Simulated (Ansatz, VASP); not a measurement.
**NaCl in VASP and in Ansatz**

```
Na Cl
1.0
     0.00000    2.69059    2.85177
     2.69059    0.00000    2.85177
     2.69059    2.69059    0.00000
Na Cl
1 1
Direct
  0.00000 0.00000 0.00000
  0.50000 0.50000 0.50000
```

Change from the starting cell: epitaxial_xy strain -4.0%.

Alike in both runs: task single point; functional PBE; k mesh 8 × 8 × 8; occupations fermi-dirac, width 0.02 eV; no spin polarisation.

```csv
,VASP,Ansatz
version,VASP 6.6.1,Ansatz 0.2.0
potentials or method,"VASP PAW PBE potentials, release 64 (Na_pv, Cl)","plane waves, PAW"
plane-wave cutoff (eV),520,420
valence electrons in the cell,14,16
```

```csv
,VASP,Ansatz,Ansatz less VASP
gap on the k mesh at the Fermi level (eV),5.43,5.43,0.000
pressure (GPa),3.7,3.7,+0.01
"traceless stress, the component that is largest in VASP (GPa)",-2.34,-2.32,+0.019
```

VASP's potentials hold 14 valence electrons a cell and Ansatz's 16, so a difference there can come from the potentials and not from the codes.
